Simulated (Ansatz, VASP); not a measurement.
## Ge5P: VASP beside Ansatz

```
Ge P
1.0
     5.06673    0.00000    0.00000
    -2.53336    4.38792    0.00000
     0.00000    0.00000    4.99807
Ge P
5 1
Direct
  0.67136 0.00000 0.00000
  0.00000 0.67136 0.00000
  0.32864 0.32864 0.00000
  0.33333 0.66667 0.50000
  0.66667 0.33333 0.50000
  0.00000 0.00000 0.50000
```

Change from the starting cell: species swapped into the Sr5Mg type (P-62m, No. 189).

Alike in both runs: task relaxation of cell and atoms; functional PBE; k mesh 6 × 6 × 4; occupations gaussian, width 0.1 eV; no spin polarisation.

```csv
,VASP,Ansatz
version,VASP 6.6.1,Ansatz 0.2.0
potentials or method,"VASP PAW PBE potentials, release 64 (Ge_d, P), cutoff 600 eV","scalar-relativistic, plane waves, PAW"
valence electrons in the cell,75,75
```

|  | VASP | Ansatz | Ansatz less VASP |
| --- | --- | --- | --- |
| gap on the k mesh at the Fermi level, each at its own relaxed structure (eV) | none | none | - |
| relaxed volume (Å³/atom) | 18.53 | 18.58 | +0.050 |
| relaxed cell length with the largest relative difference (Å) | 4.767 | 4.781 | +0.0141 |

A gap of «none» marks a metal or a gap that the smearing closes.
